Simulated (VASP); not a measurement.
# Ru (P6_3/mmc) in VASP: notebook, part 3 of 3

VASP 6.6.1. Earlier steps stand in the parts before.

## (5) Electric field gradients, PBEsol

This run uses another cell than the first one, of 13.57 Å³/atom, 1.042 times its volume.

Contents of INCAR:

```
PREC = Accurate ; ENCUT = 520
EDIFF = 1E-8 ; ISMEAR = -1
SIGMA = 0.03 ; LREAL = F
LASPH = T ; NELM = 80
ALGO = Normal ; ISIF = 2
LWAVE = F ; LCHARG = F
GGA = PS ; LEFG = T
NBANDS = 21
```

Contents of KPOINTS:

```
Automatic mesh
0
Gamma
  14 14 8
```

Contents of POSCAR:

```
Ru
1.0
    2.7057993342      0.0000000000      0.0000000000
   -1.3528996671      2.3432909610      0.0000000000
    0.0000000000      0.0000000000      4.2819000000
Ru
2
Direct
    0.3333333333      0.6666666667      0.2500000000
    0.6666666667      0.3333333333      0.7500000000
```

Potentials or basis: VASP PAW PBE potentials, release 64 (Ru_pv).

Run with:

```console
> cat potpaw_PBE.64/Ru_pv/POTCAR > POTCAR
> mpirun -np 1 vasp_std > vasp.out
```

OUTCAR:

```text
PREC = Accurate
   ENCUT = 520
   EDIFF = 1E-8
   ISMEAR = -1
   LREAL = F
   LASPH = T
   NELM = 80
   ISIF = 2
   GGA = PS

 ion  position               nearest neighbor table
   1  0.333  0.667  0.250-   2 2.65   2 2.65   2 2.65   2 2.65   2 2.65   2 2.65
   2  0.667  0.333  0.750-   1 2.65   1 2.65   1 2.65   1 2.65   1 2.65   1 2.65

  LATTYP: Found a hexagonal cell.
 ALAT       =     2.7057993342
 C/A-ratio  =     1.5824898565

  Lattice vectors:

 A1 = (   2.7057993342,   0.0000000000,   0.0000000000)
 A2 = (  -1.3528996671,   2.3432909610,   0.0000000000)
 A3 = (   0.0000000000,   0.0000000000,   4.2819000000)

Analysis of symmetry for initial positions (statically):
=====================================================================
 Subroutine PRICEL returns:
 Original cell was already a primitive cell.

 Routine SETGRP: Setting up the symmetry group for a
 hexagonal supercell.

 Subroutine GETGRP returns: Found 24 space group operations
 (whereof 12 operations were pure point group operations)
 out of a pool of 24 trial point group operations.

The static configuration has the point symmetry D_3d.
 The point group associated with its full space group is D_6h.

Analysis of symmetry for dynamics (positions and initial velocities):
=====================================================================
 Subroutine PRICEL returns:
 Original cell was already a primitive cell.

 Routine SETGRP: Setting up the symmetry group for a
 hexagonal supercell.

 Subroutine GETGRP returns: Found 24 space group operations
 (whereof 12 operations were pure point group operations)
[... 158 lines left out ...]
 k-point     1 :       0.0000    0.0000    0.0000
  band No.  band energies     occupation
      1     -30.9056      2.00000
      2     -29.9594      2.00000
      3     -29.9594      2.00000
      4     -29.7883      2.00000
      5     -29.7883      2.00000
      6     -29.7548      2.00000
[... 565 lines left out ...]
     20      22.9784      0.00000
     21      22.9788      0.00000

 [... further k-points ...]

------------------------ aborting loop because EDIFF is reached ----------------------------------------

  FORCE on cell =-STRESS in cart. coord.  units (eV):
  Direction    XX          YY          ZZ          XY          YZ          ZX
  --------------------------------------------------------------------------------------
  -------------------------------------------------------------------------------------
  Total       -0.9594138     -0.9594138     -1.3065369      0.0000000     -0.0000000     -0.0000000
  in kB      -56.6184803    -56.6184803    -77.1034707      0.0000000     -0.0000000     -0.0000000
  external PRESSURE =     -63.4468105 kB  Pullay stress =       0.0000000 kB

 VOLUME and BASIS-vectors are now :
 -----------------------------------------------------------------------------
  energy-cutoff  :      520.00
  volume of cell :       27.15
      direct lattice vectors                 reciprocal lattice vectors
     2.705799334  0.000000000  0.000000000     0.369576556  0.213375124  0.000000000
    -1.352899667  2.343290961  0.000000000     0.000000000  0.426750249  0.000000000
     0.000000000  0.000000000  4.281900000     0.000000000  0.000000000  0.233541185

 POSITION                                       TOTAL-FORCE (eV/Angst)
 -----------------------------------------------------------------------------------
     -0.00000      1.56219      1.07048         0.000000      0.000000      0.000000
      1.35290      0.78110      3.21143        -0.000000     -0.000000      0.000000
 -----------------------------------------------------------------------------------
    total drift:                               -0.000000      0.000000     -0.000000

  FREE ENERGIE OF THE ION-ELECTRON SYSTEM (eV)
  ---------------------------------------------------
  free  energy   TOTEN  =       -20.3288930636 eV

  energy  without entropy=      -20.3220177388  energy(sigma->0) =      -20.32545540

 Electric field gradients (V/A^2)
---------------------------------------------------------------------
 ion       V_xx      V_yy      V_zz      V_xy      V_xz      V_yz
---------------------------------------------------------------------
   1       6.662     6.664   -13.326     0.002     0.000    -0.000
   2       6.662     6.664   -13.326     0.002    -0.000     0.000
---------------------------------------------------------------------

 Electric field gradients after diagonalization (V/A^2)
 (convention: |V_zz| > |V_xx| > |V_yy|)
----------------------------------------------------------------------
 ion       V_xx      V_yy      V_zz     asymmetry (V_yy - V_xx)/ V_zz
----------------------------------------------------------------------
   1       6.665     6.661   -13.326       0.000
   2       6.665     6.661   -13.326       0.000
----------------------------------------------------------------------

           NMR quadrupolar parameters

 Cq : quadrupolar parameter    Cq=e*Q*V_zz/h
 eta: asymmetry parameters     (V_yy - V_xx)/ V_zz
 Q  : nuclear electric quadrupole moment in mb (millibarn)
----------------------------------------------------------------------
 ion       Cq(MHz)       eta       Q (mb)
----------------------------------------------------------------------
   1      -0.032       0.000       1.000
   2      -0.032       0.000       1.000
----------------------------------------------------------------------
```

stdout:

```text
POSCAR found type information on POSCAR Ru
 POSCAR found :  1 types and       2 ions
 scaLAPACK will be used
 -----------------------------------------------------------------------------
|                                                                             |
|                                                                             |
|     You enforced a specific xc type in the INCAR file but a different       |
|     I HOPE YOU KNOW WHAT YOU ARE DOING!                                     |
|                                                                             |
 -----------------------------------------------------------------------------

 LDA part: xc-table for (Slater+PW92), standard interpolation
 POSCAR, INCAR and KPOINTS ok, starting setup
 FFT: planning ... GRIDC
 FFT: planning ... GRID_SOFT
 FFT: planning ... GRID
 WAVECAR not read
 entering main loop
ion   1

ion   2
```

Run time: 42 s. Hardware: 1 thread of Intel Xeon Platinum 8488C (Sapphire Rapids), shared host; peak memory 0.17 GiB.

What came out:

* Free energy: -20.3289 eV
* Pressure: -6.3 GPa
* Band gap on the k mesh: zero (band 14 reaches 14.34 eV, above the bottom of band 15 at 11.19 eV)

Electric field gradients, principal values (V/Å²):
```csv
atom,least,middle,greatest (by size)
1 Ru,6.661,6.665,-13.326
2 Ru,6.661,6.665,-13.326
```

Caveat: without QUAD_EFG the Cq values of the log hold for a quadrupole moment of 1 mb, not for the nuclei; the PAW data sets were made with another functional, which shifts forces and pressure a little.

## (6) Summary

| level | cell | gap on the mesh (eV) | pressure (GPa) |
| --- | --- | --- | --- |
| PBE | a = 2.669, b = 2.669, c = 4.224 Å, angles 90.0, 90.0, 120.0°, 2 atoms | none | 19.6 |
| PBE | a = 2.706, b = 2.706, c = 4.282 Å, angles 90.0, 90.0, 120.0°, 2 atoms | none | 4.5 |
| PBE | a = 2.741, b = 2.741, c = 4.338 Å, angles 90.0, 90.0, 120.0°, 2 atoms | none | -7.5 |
| PBEsol | a = 2.706, b = 2.706, c = 4.282 Å, angles 90.0, 90.0, 120.0°, 2 atoms | none | -6.3 |

Alike in all rows: task electric field gradients; potentials or basis VASP PAW PBE potentials, release 64 (Ru_pv); no spin polarisation; k mesh 14 × 14 × 8; cutoff (eV) 520; smearing fermi-dirac 0.03 eV.

Caveats: the PAW data sets were made with another functional, which shifts forces and pressure a little (some runs).

Total energies depend on the potentials used, so only differences within one code and one set of settings carry meaning.
